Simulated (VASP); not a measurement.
# Si (I4_122) in VASP: a series of runs

Si is run at these levels: PBE; tasks: single point.

Everything below comes from runs of VASP 6.6.1. Logs are shortened: lines on timing, memory, paths and dates and some standing lists are left out, and cuts for length are marked.

### Step 1. The cell of the first run

It takes space group I4_122 (No. 98, tetragonal). The conventional cell has a = 6.666 Å, b = 6.666 Å, c = 3.986 Å, α = 90.00°, β = 90.00°, γ = 90.00°. Within 3.1 Å of Si (site symmetry 222) lie 8 Si at 2.26 to 3.02 Å. Si (site symmetry 2) has 4 Si at 2.13 to 2.26 Å within 2.8 Å.

The cell was built from a structure type or drawn by symmetry, and may not be a known phase.

### Step 2. Single point, PBE

Input file INCAR:

```
SYSTEM = Si
PREC = Accurate ; ENCUT = 520
EDIFF = 1E-7 ; ISMEAR = 0
SIGMA = 0.1 ; LREAL = .False.
LASPH = .True. ; NELM = 80
ALGO = Normal ; ISIF = 2
LWAVE = .False. ; LCHARG = .False.
GGA = PE ; NBANDS = 21
```

Input file KPOINTS:

```
Automatic mesh
0
Gamma
  6 6 6
  0 0 0
```

Input file POSCAR:

```
Si
1.0
   -3.3327571100      3.3327571100      1.9929948100
    3.3327571100     -3.3327571100      1.9929948100
    3.3327571100      3.3327571100     -1.9929948100
Si
6
Direct
    0.5000000000      0.5000000000      0.0000000000
    0.2500000000      0.7500000000      0.5000000000
    0.8251750700      0.6250000000      0.7001750700
    0.9248249300      0.1250000000      0.2998249300
    0.3750000000      0.1748249300      0.2998249300
    0.8750000000      0.0751750700      0.7001750700
```

Potentials or basis: VASP PAW PBE potentials, release 64 (Si).

Launch:

```console
cat potpaw_PBE.64/Si/POTCAR > POTCAR
mpirun -np 1 vasp_std > vasp.out
```

OUTCAR:

```text
SYSTEM = Si
   PREC = Accurate
   ENCUT = 520
   EDIFF = 1E-7
   ISMEAR = 0
   LREAL = .False.
   LASPH = .True.
   NELM = 80
   ISIF = 2
   GGA = PE

 ion  position               nearest neighbor table
   1  0.500  0.500  0.000-   4 2.26   3 2.26   5 2.26   6 2.26   6 3.02   4 3.02   5 3.02   3 3.02

   2  0.250  0.750  0.500-   6 2.26   3 2.26   5 2.26   4 2.26   3 3.02   4 3.02   6 3.02   5 3.02

   3  0.825  0.625  0.700-   5 2.13   6 2.13   1 2.26   2 2.26   5 3.00   6 3.00   1 3.02   2 3.02

   4  0.925  0.125  0.300-   5 2.13   6 2.13   2 2.26   1 2.26   6 3.00   5 3.00   2 3.02   1 3.02

   5  0.375  0.175  0.300-   3 2.13   4 2.13   1 2.26   2 2.26   4 3.00   3 3.00   1 3.02   2 3.02

   6  0.875  0.075  0.700-   3 2.13   4 2.13   1 2.26   2 2.26   4 3.00   3 3.00   1 3.02   2 3.02

  LATTYP: Found a body centered tetragonal cell.
 ALAT       =     6.6655142200
 C/A-ratio  =     0.5980018178

  Lattice vectors:

 A1 = (  -3.3327571100,   3.3327571100,   1.9929948100)
 A2 = (   3.3327571100,  -3.3327571100,   1.9929948100)
 A3 = (   3.3327571100,   3.3327571100,  -1.9929948100)

Analysis of symmetry for initial positions (statically):
=====================================================================
 Subroutine PRICEL returns:
 Original cell was already a primitive cell.

 Routine SETGRP: Setting up the symmetry group for a
 body centered tetragonal supercell.

 Subroutine GETGRP returns: Found  8 space group operations
 (whereof  4 operations were pure point group operations)
 out of a pool of 16 trial point group operations.

The static configuration has the point symmetry D_2 .
 The point group associated with its full space group is D_4 .

Analysis of symmetry for dynamics (positions and initial velocities):
=====================================================================
 Subroutine PRICEL returns:
 Original cell was already a primitive cell.

 Routine SETGRP: Setting up the symmetry group for a
 body centered tetragonal supercell.

 Subroutine GETGRP returns: Found  8 space group operations
 (whereof  4 operations were pure point group operations)
 out of a pool of 16 trial point group operations.

The dynamic configuration has the point symmetry D_2 .
 The point group associated with its full space group is D_4 .

 Subroutine INISYM returns: Found  8 space group operations
 (whereof  4 operations are pure point group operations),
 and found     1 'primitive' translations

[... 104 lines left out ...]
   EDIFFG = 0.1E-05   stopping-criterion for IOM
   NSW    =      0    number of steps for IOM
   IBRION =     -1    ionic relax: 0-MD 1-quasi-New 2-CG
   NFREE  =      0    steps in history (QN), initial steepest desc. (CG)
   ISIF   =      2    stress and relaxation
   ISYM   =      2    0-nonsym 1-usesym 2-fastsym
   POTIM  = 0.5000    time-step for ionic-motion
   TEBEG  =    0.0;   TEEND  =   0.0 temperature during run
   PSTRESS=    0.0 pullay stress
   NELECT =      24.0000    total number of electrons
   NUPDOWN=      -1.0000    fix difference up-down
   EMIN   =  10.00;   EMAX   =-10.00  energy-range for DOS
   EFERMI =   0.00;   METHOD = LEGACY
   ISMEAR =     0;   SIGMA  =   0.10  broadening in eV -4-tet -1-fermi 0-gaus
   EFERMI_NEDOS =   21; number of points for ismear=-14 and -15
   IALGO  =     38    algorithm
   IMIX   =      4    mixing-type and parameters
     AMIX     =   0.40;   BMIX     =  1.00
     AMIX_MAG =   1.60;   BMIX_MAG =  1.00
  volume/ion in A,a.u.               =      14.76        99.59
  Fermi-wavevector in a.u.,A,eV,Ry     =   1.059467  2.002102 15.272135  1.122470
  Thomas-Fermi vector in A             =   2.194813
   LORBIT       =      0    0 simple, 1 ext, 2 COOP (PROOUT), +10 PAW based schemes
   GGA     = PE    functional components
   LHFCALC =     F    Hartree Fock is set to
   AEXX    =    0.0000 exact exchange contribution
   IVDW    =     0    specifies the selected vdW correction
   LEPSILON=     F    determine dielectric tensor
   LRPA    =     F    only Hartree local field effects (RPA)
 non-spin polarized calculation
 Gauss-broadening in eV      SIGMA  =   0.10
  energy-cutoff  :      520.00
  volume of cell :       88.55
 maximum number of plane-waves:      2417
 NGX is ok and might be reduce to    40
   NGX = 19   NGY = 19   NGZ = 19

 number of electron      24.0000001 magnetization

 Free energy of the ion-electron system (eV)
  ---------------------------------------------------
  ext. energy  EPLUGINS =         0.00000000
  ---------------------------------------------------
  free energy    TOTEN  =       -28.11502339 eV

  energy without entropy =      -28.10771509  energy(sigma->0) =      -28.11136924

 E-fermi :   9.3368     XC(G=0): -10.8049

 val. band max:        9.3111385923   @ k =  -0.3333   0.3333   0.0000
 cond. band min:       9.3426513196   @ k =   0.1667   0.1667   0.0000
 fundamental gap:      0.0315127274
 Fermi energy:         9.3368185053

 k-point     1 :       0.0000    0.0000    0.0000
  band No.  band energies     occupation
      1      -5.1850      2.00000
      2       0.0881      2.00000
      3       1.0110      2.00000
      4       1.0110      2.00000
      5       3.2122      2.00000
      6       5.2116      2.00000
[... 565 lines left out ...]
     20      15.0875      0.00000
     21      15.7131      0.00000

 [... further k-points ...]

------------------------ aborting loop because EDIFF is reached ----------------------------------------

  FORCE on cell =-STRESS in cart. coord.  units (eV):
  Direction    XX          YY          ZZ          XY          YZ          ZX
  --------------------------------------------------------------------------------------
  -------------------------------------------------------------------------------------
  Total       20.5128253     20.5128253     15.4416309      0.0000000      0.0000000      0.0000000
  in kB      371.1612070    371.1612070    279.4024848      0.0000000      0.0000000      0.0000000
  external PRESSURE =     340.5749663 kB  Pullay stress =       0.0000000 kB

 VOLUME and BASIS-vectors are now :
 -----------------------------------------------------------------------------
  energy-cutoff  :      520.00
  volume of cell :       88.55
      direct lattice vectors                 reciprocal lattice vectors
    -3.332757110  3.332757110  1.992994810     0.000000000  0.150025935  0.250878727
     3.332757110 -3.332757110  1.992994810     0.150025935  0.000000000  0.250878727
     3.332757110  3.332757110 -1.992994810     0.150025935  0.150025935  0.000000000

 POSITION                                       TOTAL-FORCE (eV/Angst)
 -----------------------------------------------------------------------------------
      0.00000      0.00000      1.99299         0.000000     -0.000000      0.000000
      3.33276     -0.00000      0.99650         0.000000     -0.000000     -0.000000
      1.66638      3.00065      1.49475         0.000000      3.248810      0.000000
     -1.66638      3.66487      1.49475        -0.000000     -3.248810      0.000000
      0.33211      1.66638      0.49825        -3.248810     -0.000000      0.000000
     -0.33211      4.99914      0.49825         3.248810     -0.000000      0.000000
 -----------------------------------------------------------------------------------
    total drift:                               -0.000000      0.000000      0.000000

  FREE ENERGIE OF THE ION-ELECTRON SYSTEM (eV)
  ---------------------------------------------------
  free  energy   TOTEN  =       -28.1150233918 eV

  energy  without entropy=      -28.1077150911  energy(sigma->0) =      -28.11136924
```

OSZICAR:

```text
N       E                     dE             d eps       ncg     rms          rms(c)
DAV:   1     0.497270581997E+02    0.49727E+02   -0.10018E+04  1260   0.981E+02
DAV:   2    -0.259742497819E+02   -0.75701E+02   -0.72735E+02  1539   0.151E+02
DAV:   3    -0.291752466273E+02   -0.32010E+01   -0.31667E+01  1683   0.270E+01
DAV:   4    -0.292104992611E+02   -0.35253E-01   -0.35228E-01  1555   0.342E+00
DAV:   5    -0.292109360035E+02   -0.43674E-03   -0.43670E-03  1641   0.382E-01    0.109E+01
DAV:   6    -0.282618221554E+02    0.94911E+00   -0.17216E+00  1481   0.535E+00    0.640E+00
DAV:   7    -0.281217055342E+02    0.14012E+00   -0.71564E-01  1595   0.352E+00    0.196E+00
DAV:   8    -0.281154587283E+02    0.62468E-02   -0.11248E-01  1448   0.163E+00    0.556E-01
DAV:   9    -0.281153072833E+02    0.15144E-03   -0.11220E-02  1529   0.527E-01    0.172E-01
DAV:  10    -0.281150041942E+02    0.30309E-03   -0.15168E-03  1553   0.187E-01    0.806E-02
DAV:  11    -0.281150348267E+02   -0.30632E-04   -0.25414E-04  1626   0.729E-02    0.384E-02
DAV:  12    -0.281150234981E+02    0.11329E-04   -0.59537E-05  1560   0.343E-02    0.966E-03
DAV:  13    -0.281150233339E+02    0.16420E-06   -0.38114E-06  1601   0.924E-03    0.703E-03
DAV:  14    -0.281150233918E+02   -0.57942E-07   -0.79425E-07  1544   0.391E-03
   1 F= -.28115023E+02 E0= -.28111369E+02  d E =-.730830E-02
```

stdout:

```text
POSCAR found type information on POSCAR Si
 POSCAR found :  1 types and       6 ions
 scaLAPACK will be used
 LDA part: xc-table for (Slater+PW92), standard interpolation
 POSCAR, INCAR and KPOINTS ok, starting setup
 FFT: planning ... GRIDC
 FFT: planning ... GRID_SOFT
 FFT: planning ... GRID
 WAVECAR not read
 entering main loop
```

Wall time 41 s (1 thread of AMD EPYC 9R45 (Zen 5), shared host); peak memory 0.2 GiB.

Results:

- Free energy: -28.1150 eV
- Pressure: 34.1 GPa
- Largest force: 3.249 eV/Å
- Band gap on the k mesh: zero (bands 12 and 13 overlap by 1.93 eV)

Forces in eV/Å, atoms in the order of the input:
```
Si   0.000  0.000  0.000
Si   0.000  0.000  0.000
Si   0.000  3.249  0.000
Si   0.000 -3.249  0.000
Si  -3.249  0.000  0.000
Si   3.249  0.000  0.000
```

Levels at points of the mesh, in eV from the Fermi level:
| k point | band 9 | band 10 | band 11 | band 12 | band 13 | band 14 | band 15 | band 16 |
| --- | --- | --- | --- | --- | --- | --- | --- | --- |
| (0.00, 0.00, 0.00) | -3.32 | -3.18 | -2.19 | -2.19 | -1.71 | 0.16 | 1.29 | 1.29 |
| (0.50, 0.00, 0.00) | -2.98 | -2.69 | -1.87 | -0.96 | 1.16 | 1.56 | 2.87 | 3.01 |
| (0.50, 0.50, 0.00) | -3.90 | -3.07 | -1.28 | -0.04 | 1.11 | 1.22 | 1.61 | 2.68 |
| (0.50, 0.50, 0.50) | -1.18 | -1.18 | -0.99 | 0.22 | 1.34 | 1.34 | 2.09 | 2.25 |

Caveat: the cell stands under pressure; forces of over 1 eV/Å act on the atoms, so gaps and moduli don't describe the material at rest.

### Step 3. Single point, PBE

This run uses another cell than the first one, of 18.04 Å³/atom.

Input file INCAR:

```
PREC = Accurate ; ENCUT = 520
EDIFF = 1E-6 ; ISMEAR = 0
SIGMA = 0.1 ; LREAL = F
LASPH = T ; NELM = 80
ALGO = Normal ; ISIF = 2
LWAVE = F ; LCHARG = F
GGA = PE ; NBANDS = 21
```

Input file KPOINTS:

```
regular mesh
0
Gamma
  6 6 6
```

Input file POSCAR:

```
Si
1.0
   -3.5885150029      3.5885150029      2.1014313821
    3.5885150029     -3.5885150029      2.1014313821
    3.5885150029      3.5885150029     -2.1014313821
Si
6
Direct
    0.5000000000      0.5000000000      0.0000000000
    0.2500000000      0.7500000000      0.5000000000
    0.8368180629      0.6250000000      0.7118180629
    0.9131819371      0.1250000000      0.2881819371
    0.3750000000      0.1631819371      0.2881819371
    0.8750000000      0.0868180629      0.7118180629
```

Potentials or basis: VASP PAW PBE potentials, release 64 (Si).

Launch:

```console
cat potpaw_PBE.64/Si/POTCAR > POTCAR
mpirun -np 1 vasp_std > vasp.out
```

OUTCAR:

```text
PREC = Accurate
   ENCUT = 520
   EDIFF = 1E-6
   ISMEAR = 0
   LREAL = F
   LASPH = T
   NELM = 80
   ISIF = 2
   GGA = PE

 ion  position               nearest neighbor table
   1  0.500  0.500  0.000-   4 2.40   3 2.40   5 2.40   6 2.40
   2  0.250  0.750  0.500-   6 2.40   3 2.40   5 2.40   4 2.40
   3  0.837  0.625  0.712-   5 2.39   6 2.39   1 2.40   2 2.40   5 3.11   6 3.11
   4  0.913  0.125  0.288-   5 2.39   6 2.39   1 2.40   2 2.40   6 3.11   5 3.11
   5  0.375  0.163  0.288-   3 2.39   4 2.39   1 2.40   2 2.40   4 3.11   3 3.11
   6  0.875  0.087  0.712-   3 2.39   4 2.39   1 2.40   2 2.40   4 3.11   3 3.11

  LATTYP: Found a body centered tetragonal cell.
 ALAT       =     7.1770300058
 C/A-ratio  =     0.5855991630

  Lattice vectors:

 A1 = (  -3.5885150029,   3.5885150029,   2.1014313821)
 A2 = (   3.5885150029,  -3.5885150029,   2.1014313821)
 A3 = (   3.5885150029,   3.5885150029,  -2.1014313821)

Analysis of symmetry for initial positions (statically):
=====================================================================
 Subroutine PRICEL returns:
 Original cell was already a primitive cell.
[... 185 lines left out ...]
 fundamental gap:      0.0061175812
 Fermi energy:         7.0574482526

 k-point     1 :       0.0000    0.0000    0.0000
  band No.  band energies     occupation
      1      -5.7795      2.00000
      2      -1.5460      2.00000
      3      -0.6546      2.00000
      4      -0.6546      2.00000
      5       2.0173      2.00000
      6       3.0230      2.00000
[... 565 lines left out ...]
     20      12.2746      0.00000
     21      13.2901      0.00000

 [... further k-points ...]

------------------------ aborting loop because EDIFF is reached ----------------------------------------

  FORCE on cell =-STRESS in cart. coord.  units (eV):
  Direction    XX          YY          ZZ          XY          YZ          ZX
  --------------------------------------------------------------------------------------
  -------------------------------------------------------------------------------------
  Total       -0.0140308     -0.0140308     -0.1134512      0.0000000      0.0000000      0.0000000
  in kB       -0.2076774     -0.2076774     -1.6792481      0.0000000      0.0000000      0.0000000
  external PRESSURE =      -0.6982010 kB  Pullay stress =       0.0000000 kB

 VOLUME and BASIS-vectors are now :
 -----------------------------------------------------------------------------
  energy-cutoff  :      520.00
  volume of cell :      108.24
      direct lattice vectors                 reciprocal lattice vectors
    -3.588515003  3.588515003  2.101431382     0.000000000  0.139333401  0.237933060
     3.588515003 -3.588515003  2.101431382     0.139333401  0.000000000  0.237933060
     3.588515003  3.588515003 -2.101431382     0.139333401  0.139333401  0.000000000

 POSITION                                       TOTAL-FORCE (eV/Angst)
 -----------------------------------------------------------------------------------
      0.00000      0.00000      2.10143        -0.000000     -0.000000      0.000000
      3.58852     -0.00000      1.05072        -0.000000     -0.000000     -0.000000
      1.79426      3.31448      1.57607         0.000000     -0.001463      0.000000
     -1.79426      3.86255      1.57607        -0.000000      0.001463     -0.000000
      0.27403      1.79426      0.52536         0.001463     -0.000000     -0.000000
     -0.27403      5.38277      0.52536        -0.001463      0.000000      0.000000
 -----------------------------------------------------------------------------------
    total drift:                                0.000000     -0.000000     -0.000000

  FREE ENERGIE OF THE ION-ELECTRON SYSTEM (eV)
  ---------------------------------------------------
  free  energy   TOTEN  =       -30.2936547627 eV

  energy  without entropy=      -30.2820328746  energy(sigma->0) =      -30.28784382
```

stdout:

```text
POSCAR found type information on POSCAR Si
 POSCAR found :  1 types and       6 ions
 scaLAPACK will be used
 LDA part: xc-table for (Slater+PW92), standard interpolation
 POSCAR, INCAR and KPOINTS ok, starting setup
 FFT: planning ... GRIDC
 FFT: planning ... GRID_SOFT
 FFT: planning ... GRID
 WAVECAR not read
 entering main loop
```

Wall time 46 s (1 thread of AMD EPYC 9R45 (Zen 5), shared host); peak memory 0.23 GiB.

Results:

| Item | Value |
| --- | --- |
| Free energy | -30.2937 eV |
| Pressure | -0.1 GPa |
| Band gap on the k mesh | zero (bands 12 and 13 overlap by 2.43 eV) |

Stress tensor (GPa, compression positive):
```
-0.02  0.00  0.00
 0.00 -0.02  0.00
 0.00  0.00 -0.17
```
